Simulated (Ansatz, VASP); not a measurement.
# SiC in VASP and in Ansatz

The input POSCAR:

```
SiC
1.0
    3.0760000000      0.0000000000      0.0000000000
   -1.5380000000      2.6638941420      0.0000000000
    0.0000000000      0.0000000000      5.0480000000
Si C
2 2
Direct
    0.3333333333      0.6666666667      0.0044955126
    0.6666666667      0.3333333333      0.5044955126
    0.3333333333      0.6666666667      0.3805044874
    0.6666666667      0.3333333333      0.8805044874
```

Contents of INCAR.step1:

```
SYSTEM = SiC
PREC = Accurate
ENCUT = 520
ISMEAR = -1
SIGMA = 0.02
LREAL = .False.
LASPH = .True.
NELM = 100
NBANDS = 16
GGA = PE
ALGO = Normal
EDIFF = 1E-4
LWAVE = .True.
LCHARG = .False.
```

File INCAR.step2:

```
SYSTEM = SiC
PREC = Accurate
ENCUT = 520
EDIFF = 1E-8
ISMEAR = -1
SIGMA = 0.02
LREAL = .False.
LASPH = .True.
NELM = 100
ALGO = Normal
ISIF = 2
LWAVE = .False.
LCHARG = .False.
METAGGA = R2SCAN
LMIXTAU = .True.
LEFG = .True.
NBANDS = 16
ISTART = 1
```

KPOINTS

```
regular mesh
0
Gamma
  16 16 9
  0 0 0
```

Input for Ansatz:

```yaml
crystal:
  lattice:
    - [3.076, 0.0, 0.0]
    - [-1.538, 2.663894142, 0.0]
    - [0.0, 0.0, 5.048]
  atoms:
    - { symbol: Si, position: [0.3333333333, 0.6666666667, 0.0044955126] }
    - { symbol: Si, position: [0.6666666667, 0.3333333333, 0.5044955126] }
    - { symbol: C, position: [0.3333333333, 0.6666666667, 0.3805044874] }
    - { symbol: C, position: [0.6666666667, 0.3333333333, 0.8805044874] }
kpoints:
  mp_grid: { grid: [16, 16, 9] }
scf:
  occupations: { method: fermi_dirac, width: 0.02 }
hamiltonian:
  xc: r2scan
  pseudopotentials: { kind: paw }
output:
  forces: true
  stress: true
  populations: true
  efg: { contact_densities: true }
  write_density: true
  write_potential: true
  elf: true
  volumetric_format: npy
```

Alike in both runs: task electric field gradients; functional r2SCAN; k mesh 16 × 16 × 9; occupations fermi-dirac, width 0.02 eV; no spin polarisation.

|  | VASP | Ansatz |
| --- | --- | --- |
| version | VASP 6.6.1 | Ansatz 0.2.0 |
| potentials or method | VASP PAW PBE potentials, release 64 (Si, C) | plane-wave PAW, scalar-relativistic |
| plane-wave cutoff (eV) | 520 | 500 |
| valence electrons in the cell | 16 | 16 |

VASP gave:

- gap on the k mesh at the Fermi level (eV): 2.73
- pressure (GPa): -0.3
- rms of the force components (eV/Å): 0.010
- size of Vzz on the site where it differs most (V/Å²): 3.9

Problem. Estimate Ansatz's values.

Solution. gap on the k mesh at the Fermi level (eV): 2.72; pressure (GPa): -0.1; rms of the force components (eV/Å): 0.010; size of Vzz on the site where it differs most (V/Å²): 3.7.

VASP's potentials were made for PBE, not for r2SCAN. Atom by atom the forces differ by 0.000 eV/Å (rms over components). With one functional, cell and mesh, what is left measures potentials, basis and numerics.
